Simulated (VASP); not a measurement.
P3O2:

```xyz
5
Lattice="3.6460 0.0000 0.0000 -1.8230 3.1575 0.0000 0.0000 0.0000 5.6726" Properties=species:S:1:pos:R:3 pbc="T T T"
P     0.0000    0.0000    0.0000
P     0.0000    2.1050    3.6588
P     1.8230    1.0525    2.0138
O     0.0000    2.1050    1.3898
O     1.8230    1.0525    4.2828
```

```yaml
Program: VASP 6.6.1
Task: relaxation of cell and atoms
Functional: PBE
Potentials_or_basis: VASP PAW PBE potentials, release 64 (P, O)
Cutoff: 600 eV
k_mesh: 6 × 6 × 4
Occupations: gaussian, width 0.1 eV
Spin: no spin polarisation
```

At the start: pressure 5.1 GPa; volume 13.06 Å³/atom.

Problem. Where does the relaxation end?

Solution. Over 38 steps the energy falls by 1286.9 meV/atom and the volume is 13.44 Å³/atom (+2.9 %); space group P-3m1 (No. 164, to 0.1 Å) before and after.

Step by step:
| step | energy change (eV) | largest force (eV/Å) | pressure (GPa) | volume (Å³) |
| --- | --- | --- | --- | --- |
| 1 | 0.0000 | 1.6268 | 5.14 | 65.31 |
| 2 | -0.3342 | 1.7220 | -3.35 | 69.35 |
| 3 | -0.4358 | 1.4941 | -8.56 | 72.70 |
| 4 | -0.6265 | 1.4549 | -9.45 | 72.63 |
| 5 | -1.0712 | 0.7448 | -10.52 | 72.41 |
| 6 | -1.0685 | 0.9322 | -7.89 | 71.88 |
| 7 | -1.2251 | 0.4234 | -10.00 | 72.16 |
| 8 | -1.4828 | 0.8665 | -4.59 | 67.60 |
| 9 | -1.5425 | 1.1886 | 0.02 | 64.77 |
| 10 | -1.5432 | 1.2315 | 0.67 | 64.42 |
| 11 | -1.6357 | 1.4983 | 0.80 | 63.89 |
| 12 | -2.0660 | 2.6681 | 1.41 | 62.31 |
| 13 | -3.4655 | 3.5635 | 5.21 | 59.15 |
| 14 | -2.4355 | 5.4771 | 46.91 | 52.88 |
| 15 | -4.2167 | 1.8478 | 13.52 | 57.10 |
| 16 | -4.2414 | 1.9587 | 19.39 | 56.11 |
| 17 | -4.2656 | 1.9252 | 16.86 | 56.51 |
| 18 | -4.2938 | 1.9227 | 17.25 | 56.53 |
| 19 | -4.3309 | 1.9031 | 18.59 | 56.59 |
| 20 | -4.3891 | 1.8739 | 17.52 | 56.91 |
| 21 | -4.5512 | 1.7929 | 14.48 | 57.87 |
| 22 | -4.8227 | 1.6460 | 9.04 | 59.81 |
| 23 | -5.1769 | 1.4291 | 0.39 | 63.79 |
| 24 | -5.3266 | 1.3276 | -10.64 | 72.12 |
| 25 | -5.3495 | 1.3085 | -8.46 | 70.02 |
| 26 | -5.5876 | 1.3300 | -8.20 | 69.81 |
| 27 | -6.1259 | 1.1892 | -6.66 | 68.92 |
| 28 | -6.1163 | 1.3178 | 0.30 | 66.06 |
| 29 | -6.3182 | 0.8921 | -4.79 | 68.04 |
| 30 | -6.3606 | 0.6616 | -3.46 | 67.52 |
| 31 | -6.4038 | 0.3334 | 0.96 | 65.88 |
| 32 | -6.4042 | 0.3047 | 1.28 | 65.74 |
| 33 | -6.4173 | 0.2098 | 0.79 | 66.03 |
| 34 | -6.4264 | 0.4141 | -0.50 | 66.90 |
| 35 | -6.4280 | 0.2900 | -0.14 | 66.66 |
| 36 | -6.4329 | 0.1003 | 0.29 | 66.76 |
| 37 | -6.4335 | 0.0157 | 0.50 | 66.80 |
| 38 | -6.4343 | 0.0305 | -0.09 | 67.20 |

Final structure:
```xyz
5
Lattice="3.1110 0.0000 0.0000 -1.5555 2.6942 0.0000 0.0000 0.0000 8.0178" Properties=species:S:1:pos:R:3 pbc="T T T"
P     0.0000    0.0000    0.0000
P     0.0000    1.7961    4.6397
P     1.5555    0.8981    3.3781
O     0.0000    1.7961    0.8200
O     1.5555    0.8981    7.1978
```

Caveat: a cell axis changed by over 15 % at a fixed basis, so the end point is rough; an odd number of electrons without spin polarisation forces a metal; a magnetic or distorted state may lie lower.
